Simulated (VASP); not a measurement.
A run of VASP 6.6.1 is set up as follows.

Contents of INCAR:

```
ALGO = Normal ; EDIFF = 1E-6
EDIFFG = -0.01 ; ENCUT = 600
GGA = PE ; IBRION = 2
ISIF = 3 ; ISMEAR = 0
LASPH = T ; LCHARG = F
LREAL = F ; LWAVE = F
NELM = 100 ; NSW = 100
PREC = Accurate ; SIGMA = 0.1
```

KPOINTS

```
k-points
0
Gamma
  10 10 8
```

Contents of POSCAR:

```
HfAlO
1.0
    3.9481182972      0.0000000000      0.0000000000
    0.0000000000      3.9481182972      0.0000000000
    0.0000000000      0.0000000000      5.8173425367
Hf Al O
2 2 2
Direct
    0.5000000000      0.5000000000      0.2500000000
    0.5000000000      0.5000000000      0.7500000000
    0.0000000000      0.0000000000      0.7500000000
    0.0000000000      0.0000000000      0.2500000000
    0.0000000000      0.5000000000      0.0000000000
    0.5000000000      0.0000000000      0.5000000000
```

Potentials or basis: VASP PAW PBE potentials, release 64 (Hf_pv, Al, O).

Launch:

```sh
$ cat potpaw_PBE.64/Hf_pv/POTCAR potpaw_PBE.64/Al/POTCAR potpaw_PBE.64/O/POTCAR > POTCAR
$ mpirun -np 1 vasp_std > vasp.out
```

Problem. What does it give for the band gap on the k mesh?

Solution. Zero (band 19 reaches 7.80 eV, above the bottom of band 20 at 6.01 eV).

Problem. Predict the space group after relaxing (to 0.05 Å).

Solution. P4_2/mmc (No. 131).

Problem. Predict the relaxed cell.

Solution. a = 3.934 Å, b = 3.934 Å, c = 5.833 Å, α = 90.00°, β = 90.00°, γ = 90.00°.

Problem. Estimate the relaxed volume.

Solution. 15.04 Å³/atom.

Step by step:
```tsv
step	energy change (eV)	largest force (eV/Å)	pressure (GPa)	volume (Å³)
1	0.0000	0.0000	-0.54	90.68
2	-0.0013	0.0000	0.30	90.01
3	-0.0014	0.0000	0.13	90.14
4	-0.0017	0.0000	0.05	90.22
5	-0.0017	0.0000	0.00	90.26
```

Caveat: spin-orbit coupling is left out, which moves the levels of the heavy elements.
